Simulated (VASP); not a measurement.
Write the native input for VASP 6.6.1 that does the following.

| Property | Result |
| --- | --- |
| Task | single point |
| Functional | PBE |
| Potentials or basis | VASP PAW PBE potentials, release 64 (Cd, F) |
| Cutoff | 520 eV |
| k mesh | 8 × 8 × 8 |
| Occupations | gaussian, width 0.05 eV |
| Spin | no spin polarisation |
| Dipole correction | no |
| Further INCAR settings | ALGO = Normal; EDIFF = 1e-06; NBANDS = 20 |

The structure of CdF2 lies in POSCAR:

```
CdF2
1.0
    0.0000000000      2.6679875648      2.8907645264
    2.6679875648      0.0000000000      2.8907645264
    2.6679875648      2.6679875648      0.0000000000
Cd F
1 2
Direct
    0.0000000000      0.0000000000      0.0000000000
    0.2500000000      0.2500000000      0.2500000000
    0.7500000000      0.7500000000      0.7500000000
```

This cell differs from its parent crystal: volume 13.718 Å^3 an atom, c/a of the conventional cell 1.0835.

One way to write it, as run:

INCAR

```
PREC = Accurate
ENCUT = 520
EDIFF = 1E-6
ISMEAR = 0
SIGMA = 0.05
LREAL = False
LASPH = True
NELM = 60
ALGO = Normal
ISIF = 2
LWAVE = False
LCHARG = False
GGA = PE
NBANDS = 20
```

KPOINTS

```
Automatic mesh
0
Gamma
  8 8 8
```

Potentials or basis: VASP PAW PBE potentials, release 64 (Cd, F).

Command:

```sh
$ cat potpaw_PBE.64/Cd/POTCAR potpaw_PBE.64/F/POTCAR > POTCAR
$ mpirun -np 1 vasp_std > vasp.out
```

Results of the run:

```json
{"Pressure": "0.5 GPa", "Band gap on the k mesh": "2.72 eV, indirect (least direct gap 3.26 eV)"}
```

Run time: 35 s on 1 thread of Intel(R) Xeon(R) Platinum 8488C (Sapphire Rapids), on a shared host, peak memory 0.19 GiB.
